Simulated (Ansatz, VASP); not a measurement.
## SrO: VASP beside Ansatz

File INCAR:

```
SYSTEM = SrO
PREC = Accurate
ENCUT = 520
EDIFF = 1E-6
ISMEAR = 0
SIGMA = 0.05
LREAL = .False.
LASPH = .True.
NELM = 80
ALGO = Normal
ISIF = 2
LWAVE = .False.
LCHARG = .False.
GGA = PE
NBANDS = 24
```

The input KPOINTS:

```
Automatic mesh
0
Gamma
  9 9 4
  0 0 0
```

Contents of POSCAR:

```
SrO
1.0
    3.5769478779      0.0000000000      0.0000000000
   -1.7884739390      3.0977277303      0.0000000000
    0.0000000000      0.0000000000      6.2426216355
Sr O
2 2
Direct
    0.3333333333      0.6666666667      0.2500000000
    0.6666666667      0.3333333333      0.7500000000
   -0.0628391637     -0.0460014606      0.0000000000
    0.0628391637      0.0460014606      0.5000000000
```

Input for Ansatz:

```yaml
crystal:
  lattice:
    - [3.5769478779, 0.0, 0.0]
    - [-1.788473939, 3.0977277303, 0.0]
    - [0.0, 0.0, 6.2426216355]
  atoms:
    - { symbol: Sr, position: [0.3333333333, 0.6666666667, 0.25] }
    - { symbol: Sr, position: [0.6666666667, 0.3333333333, 0.75] }
    - { symbol: O, position: [-0.0628391637, -0.0460014606, 0.0] }
    - { symbol: O, position: [0.0628391637, 0.0460014606, 0.5] }
basis:
  ecutwfc: 520.0
kpoints:
  mp_grid: { grid: [9, 9, 4] }
hamiltonian:
  xc: pbe
scf:
  occupations: { method: gaussian, width: 0.05 }
output:
  forces: true
  stress: true
  eigenvalues: true
```

Change from the starting cell: mode 6 frozen in at -0.142 Å and mode 7 at -0.142 Å (largest displacements).

Alike in both runs: task single point; functional PBE; k mesh 9 × 9 × 4; occupations gaussian, width 0.05 eV; no spin polarisation.

```csv
,VASP,Ansatz
version,VASP 6.6.1,Ansatz 0.2.0
potentials or method,"VASP PAW PBE potentials, release 64 (Sr_sv, O), cutoff 520 eV","scalar-relativistic, plane waves, PAW"
valence electrons in the cell,32,32
```

|  | VASP | Ansatz | Ansatz less VASP |
| --- | --- | --- | --- |
| gap on the k mesh at the Fermi level (eV) | 3.07 | 3.07 | +0.004 |
| least direct gap on the mesh (eV) | 3.07 | 3.07 | +0.004 |
| pressure (GPa) | 1.7 | 1.1 | -0.55 |
| traceless stress, the component that is largest in VASP (GPa) | 0.19 | 0.18 | -0.008 |
| rms of the force components (eV/Å) | 0.196 | 0.183 | -0.0132 |

Atom by atom the forces differ by 0.013 eV/Å (rms over components).
